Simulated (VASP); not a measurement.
Here is a VASP 6.6.1 calculation.

INCAR

```
SYSTEM = Na
PREC = Accurate ; ENCUT = 520
EDIFF = 1E-6 ; ISMEAR = 0
SIGMA = 0.15 ; LREAL = .FALSE.
LASPH = .TRUE. ; NELM = 80
ALGO = Fast ; ISIF = 2
LWAVE = .FALSE. ; LCHARG = .TRUE.
LELF = .TRUE. ; LVHAR = .TRUE.
NBANDS = 10
```

File KPOINTS:

```
regular mesh
0
G
  18 18 18
  0 0 0
```

The input POSCAR:

```
Na
1.0
   -1.6758583335      1.8882910800      2.6372766800
    1.6758583335     -1.8882910800      2.6372766800
    1.6758583335      1.8882910800     -2.6372766800
Na
1
Direct
    0.0000000000      0.0000000000      0.0000000000
```

Potentials or basis: VASP PAW LDA potentials, release 64 (Na_pv).

Launch:

```bash
$ cat potpaw_LDA.64/Na_pv/POTCAR > POTCAR
$ mpirun -np 1 vasp_std > vasp.out
```

(1) Estimate the pressure.

(2) What does it give for the band gap on the k mesh?

## Answers

(1) -0.1 GPa.

(2) zero (an odd number of electrons rules out a gap without spin polarisation).

Caveat: the cell differs from its parent crystal (strain -0.1125 x Voigt [1, 0, 0, 0, 0, 0]).
